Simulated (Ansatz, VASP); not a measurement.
**One calculation of Hg, two programs**

File INCAR:

```
PREC = Accurate
ENCUT = 520
EDIFF = 1E-6
ISMEAR = 0
SIGMA = 0.1
LREAL = F
LASPH = T
NELM = 100
ALGO = Fast
ISIF = 2
LWAVE = F
LCHARG = F
GGA = PE
NBANDS = 12
```

Contents of KPOINTS:

```
regular mesh
0
Gamma
  14 14 14
```

Contents of POSCAR:

```
Hg
1.0
   -1.9788767834      2.1898821886      1.8506306047
    1.9788767834     -2.1898821886      1.8506306047
    2.1726416293      2.3836470346     -1.8506306047
Hg
1
Direct
    0.0000000000      0.0000000000      0.0000000000
```

Input for Ansatz:

```yaml
crystal:
  lattice:
    - [-1.9788767834, 2.1898821886, 1.8506306047]
    - [1.9788767834, -2.1898821886, 1.8506306047]
    - [2.1726416293, 2.3836470346, -1.8506306047]
  atoms:
    - { symbol: Hg, position: [0.0, 0.0, 0.0] }
basis:
  ecutwfc: 420
kpoints:
  mp_grid: { grid: [14, 14, 14] }
hamiltonian:
  xc: pbe
scf:
  occupations: { method: gaussian, width: 0.1 }
output:
  forces: true
  stress: true
  eigenvalues: true
```

Alike in both runs: task single point; functional PBE; k mesh 14 × 14 × 14; occupations gaussian, width 0.1 eV; no spin polarisation.

|  | VASP | Ansatz |
| --- | --- | --- |
| version | VASP 6.6.1 | Ansatz 0.2.0 |
| potentials or method | VASP PAW PBE potentials, release 64 (Hg), cutoff 520 eV | scalar-relativistic, plane waves, PAW |
| valence electrons in the cell | 12 | 20 |

|  | VASP | Ansatz | Ansatz less VASP |
| --- | --- | --- | --- |
| gap on the k mesh at the Fermi level (eV) | none | none | - |
| pressure (GPa) | -0.5 | -0.5 | -0.03 |
| traceless stress, the component that is largest in VASP (GPa) | -0.31 | -0.29 | +0.020 |

A gap of «none» marks a metal or a gap that the smearing closes. The functional is the same, so the differences come from potentials, cutoffs and numerics. VASP's potentials hold 12 valence electrons a cell and Ansatz's 20, so a difference there can come from the potentials and not from the codes.

Spin-orbit coupling is off throughout.
